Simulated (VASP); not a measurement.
Write the native input for VASP 6.6.1 that does the following.

- Task: single point
- Functional: PBE
- Dispersion: D3(BJ)
- Potentials or basis: VASP PAW PBE potentials, release 64 (Ga_d, F)
- Cutoff: 520 eV
- k mesh: 8 × 8 × 8
- Occupations: fermi-dirac, width 0.05 eV
- Spin: no spin polarisation
- Dipole correction: no
- Further INCAR settings: ALGO = Normal; EDIFF = 1e-07; NBANDS = 17

The structure of GaF lies in POSCAR:

```
GaF
1.0
    3.3416347209      0.0000000000      0.0000000000
    0.0000000000      3.3416347209      0.0000000000
    0.0000000000      0.0000000000      3.3416347209
Ga F
1 1
Direct
    0.0000000000      0.0000000000      0.0000000000
    0.5000000000      0.5000000000      0.5000000000
```

These files were run (other wordings do the same):

INCAR

```
ALGO = Normal
EDIFF = 1E-7
ENCUT = 520
GGA = PE
ISIF = 2
ISMEAR = -1
IVDW = 12
LASPH = T
LCHARG = T
LELF = T
LREAL = F
LVHAR = T
LWAVE = F
NBANDS = 17
NELM = 100
PREC = Accurate
SIGMA = 0.05
```

KPOINTS

```
k-points
0
Gamma
  8 8 8
```

Potentials or basis: VASP PAW PBE potentials, release 64 (Ga_d, F).

Run with:

```bash
$ cat potpaw_PBE.64/Ga_d/POTCAR potpaw_PBE.64/F/POTCAR > POTCAR
$ mpirun -np 1 vasp_std > vasp.out
```

Results of the run:

```yaml
Pressure: 0.2 GPa
Band_gap_on_the_k_mesh: 1.46 eV, indirect (least direct gap 1.54 eV)
Dispersion_energy_per_atom: -0.237 eV
```

Caveat: three body term missing.

It took 27 s on 1 thread of Intel Xeon 8259CL (shared host), peak memory 0.18 GiB.
